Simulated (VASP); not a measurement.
A run of VASP 6.6.1 is set up as follows.

Contents of INCAR:

```
PREC = Accurate ; ENCUT = 600
EDIFF = 1E-6 ; ISMEAR = 0
SIGMA = 0.02 ; LREAL = F
LASPH = T ; NELM = 120
ALGO = Normal ; ISIF = 2
LWAVE = F ; LCHARG = F
GGA = PE ; NBANDS = 11
GGA_COMPAT = F
```

KPOINTS

```
regular mesh
0
Gamma
  12 12 12
```

File POSCAR:

```
BN
1.0
    0.0000000000      1.8123307207      1.8123307207
    1.8123307207      0.0000000000      1.8123307207
    1.8123307207      1.8123307207      0.0000000000
B N
1 1
Direct
    0.0000000000      0.0000000000      0.0000000000
    0.7500000000      0.7500000000      0.7500000000
```

Potentials or basis: VASP PAW PBE potentials, release 64 (B, N).

Launch:

```console
$ cat potpaw_PBE.64/B/POTCAR potpaw_PBE.64/N/POTCAR > POTCAR
$ mpirun -np 1 vasp_std > vasp.out
```

What does it give for the band gap on the k mesh?

4.45 eV, indirect (least direct gap 8.78 eV).

What does it give for the pressure?

0.0 GPa.

A k mesh can miss the band edges.
